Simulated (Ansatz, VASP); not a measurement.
# Two plane-wave programs on LiCl

File INCAR:

```
PREC     = Accurate       # precision mode
ENCUT    = 600            # plane-wave cutoff, eV
EDIFF    = 1E-7           # SCF threshold, eV
ISMEAR   = 0              # smearing method
SIGMA    = 0.1            # smearing width, eV
LREAL    = F              # projectors in reciprocal space
LASPH    = T              # aspherical terms in the spheres
NELM     = 60             # most SCF steps
ALGO     = Normal         # electronic algorithm
ISIF     = 3              # what is computed and relaxed
LWAVE    = F              # write WAVECAR
LCHARG   = F              # write CHGCAR
GGA      = PE             # functional
IBRION   = 2              # ionic algorithm
NSW      = 90             # ionic steps
EDIFFG   = -0.04          # ionic threshold
```

KPOINTS

```
Automatic mesh
0
Gamma
  6 6 6
```

Contents of POSCAR:

```
LiCl
1.0
    4.7966712000      2.7693594100      1.1175374100
   -4.7966712000      2.7693594100      1.1175374100
    0.0000000000     -5.5387188200      1.1175374100
Li Cl
3 3
Direct
    0.8062090300      0.1851480000      0.8062090300
    0.1851480000      0.8062090300      0.8062090300
    0.8062090300      0.8062090300      0.1851480000
    0.1937909700      0.1937909700      0.8148520000
    0.8148520000      0.1937909700      0.1937909700
    0.1937909700      0.8148520000      0.1937909700
```

Input for Ansatz:

```yaml
crystal:
  lattice:
    - [4.7966712, 2.76935941, 1.11753741]
    - [-4.7966712, 2.76935941, 1.11753741]
    - [0.0, -5.53871882, 1.11753741]
  atoms:
    - { symbol: Li, position: [0.80620903, 0.185148, 0.80620903] }
    - { symbol: Li, position: [0.185148, 0.80620903, 0.80620903] }
    - { symbol: Li, position: [0.80620903, 0.80620903, 0.185148] }
    - { symbol: Cl, position: [0.19379097, 0.19379097, 0.814852] }
    - { symbol: Cl, position: [0.814852, 0.19379097, 0.19379097] }
    - { symbol: Cl, position: [0.19379097, 0.814852, 0.19379097] }
basis:
  ecutwfc: 420
kpoints:
  mp_grid: { grid: [6, 6, 6] }
hamiltonian:
  xc: pbe
scf:
  occupations: { method: gaussian, width: 0.1 }
  lower_state_search: "off"
output:
  forces: true
  stress: true
  eigenvalues: true
relax:
  adjacent_minimum: "off"
  f_tol: 0.04
  max_steps: 70
  cell: { stress_tol: 0.4 }
```

Alike in both runs: task relaxation of cell and atoms; functional PBE; k mesh 6 × 6 × 6; occupations gaussian, width 0.1 eV; no spin polarisation.

|  | VASP | Ansatz |
| --- | --- | --- |
| version | VASP 6.6.1 | Ansatz 0.2.0 |
| potentials or method | VASP PAW PBE potentials, release 64 (Li_sv, Cl), cutoff 600 eV | scalar-relativistic, plane waves, PAW |
| valence electrons in the cell | 30 | 30 |

```csv
,VASP,Ansatz,Ansatz less VASP
"gap on the k mesh at the Fermi level, each at its own relaxed structure (eV)",5.75,5.74,-0.012
relaxed volume (Å³/atom),20.65,20.73,+0.076
relaxed length of the cell vector where the two differ most in proportion (Å),6.343,6.347,+0.0044
```

Noted on VASP's run: the cutoff is under 1.25 times that of the potentials, so the pressure is a little rough; the volume moved by over 15 % at a fixed basis, so the end points are rough.
